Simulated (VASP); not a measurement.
LiF (d3):

```
Li F
1.0
     0.00000    2.04171    2.04171
     2.04171    0.00000    2.04171
     2.04171    2.04171    0.00000
Li F
1 1
Direct
  0.00000 0.00000 0.00000
  0.50000 0.50000 0.50000
```

| Item | Value |
| --- | --- |
| Program | VASP 6.6.1 |
| Task | relaxation of cell and atoms |
| Functional | PBE |
| Dispersion | D3(BJ) |
| Potentials or basis | VASP PAW PBE potentials, release 64 (Li_sv, F) |
| Cutoff | 750 eV |
| k mesh | 10 × 10 × 10 |
| Occupations | gaussian, width 0.02 eV |
| Spin | no spin polarisation |

At the start: pressure -4.7 GPa; volume 8.51 Å³/atom.

**Question.** How do energy, volume and symmetry change on relaxing?

**Answer.** Over 4 steps the energy falls by 8.9 meV/atom and the volume is 7.94 Å³/atom (-6.7 %); space group Fm-3m (No. 225, to 0.05 Å).

Step by step:
```
step  energy change (eV)  largest force (eV/Å)  pressure (GPa)  volume (Å³)
   1              0.0000                0.0000           -4.74        17.02
   2             -0.0138                0.0000           -2.39        16.41
   3             -0.0178                0.0000           -0.23        15.93
   4             -0.0179                0.0000            0.00        15.88
```

Final structure:
```
Li F
1.0
     0.00000    1.99511    1.99511
     1.99511    0.00000    1.99511
     1.99511    1.99511    0.00000
Li F
1 1
Direct
  0.00000 0.00000 0.00000
  0.50000 0.50000 0.50000
```
